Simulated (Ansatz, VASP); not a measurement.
**Fe in VASP and in Ansatz**

Contents of POSCAR:

```
Fe
1.0
    2.8682360852      0.0000000000      0.0000000000
    0.0000000000      2.8682360852      0.0000000000
    0.0000000000      0.0000000000      2.8682360852
Fe
2
Direct
    0.0000000000      0.0000000000      0.0000000000
    0.5000000000      0.5000000000      0.5000000000
```

Contents of INCAR.step1:

```
  ALGO = Normal
  EDIFF = 1E-4
  ENCUT = 520
  GGA = PE
  ISMEAR = 0
  ISPIN = 2
  LASPH = T
  LCHARG = F
  LMAXMIX = 4
  LREAL = F
  LWAVE = T
  MAGMOM = 2.5 2.5
  NBANDS = 19
  NELM = 150
  PREC = Accurate
  SIGMA = 0.05
```

Contents of INCAR.step2:

```
  ALGO = Normal
  EDIFF = 1E-7
  ENCUT = 520
  ISIF = 2
  ISMEAR = 0
  ISPIN = 2
  ISTART = 1
  LASPH = T
  LCHARG = T
  LELF = T
  LMAXMIX = 4
  LMIXTAU = T
  LORBIT = 11
  LREAL = F
  LVHAR = T
  LWAVE = F
  MAGMOM = 2.5 2.5
  METAGGA = R2SCAN
  NBANDS = 19
  NELM = 150
  PREC = Accurate
  SIGMA = 0.05
```

KPOINTS

```
k-points
0
Gamma
  12 12 12
```

Input for Ansatz:

```yaml
crystal:
  lattice:
    - [2.8682360852, 0.0, 0.0]
    - [0.0, 2.8682360852, 0.0]
    - [0.0, 0.0, 2.8682360852]
  atoms:
    - { symbol: Fe, position: [0.0, 0.0, 0.0], spin: 2.5 }
    - { symbol: Fe, position: [0.5, 0.5, 0.5], spin: 2.5 }
basis:
  ecutwfc: 500
  ecutrho_ratio: 4
kpoints:
  mp_grid: { grid: [12, 12, 12] }
hamiltonian:
  xc: r2scan
scf:
  occupations: { method: gaussian, width: 0.05 }
  lower_state_search: "off"
output:
  forces: true
  stress: true
  eigenvalues: true
  populations: true
magnetization:
  spin_polarized: true
```

Alike in both runs: task single point; functional r2SCAN; k mesh 12 × 12 × 12; occupations gaussian, width 0.05 eV; collinear spin.

|  | VASP | Ansatz |
| --- | --- | --- |
| version | VASP 6.6.1 | Ansatz 0.2.0 |
| potentials or method | VASP PAW PBE potentials, release 64 (Fe), cutoff 520 eV | scalar-relativistic, plane waves, PAW |
| valence electrons in the cell | 16 | 32 |

|  | VASP | Ansatz | Ansatz less VASP |
| --- | --- | --- | --- |
| gap on the k mesh at the Fermi level (eV) | none | none | - |
| pressure (GPa) | 0.1 | 0.6 | +0.49 |
| net moment per atom (μB) | 2.68 | 2.68 | +0.006 |
| size of the moment on the site where the two differ most (μB) | 2.75 | 2.84 | +0.090 |

VASP's potentials were made for PBE, not for r2SCAN. Site moments also hang on the region over which each program counts them. A gap of «none» marks a metal or a gap that the smearing closes. VASP's potentials hold 16 valence electrons a cell and Ansatz's 32, so a difference there can come from the potentials and not from the codes. Ansatz's warnings: stability check not made.
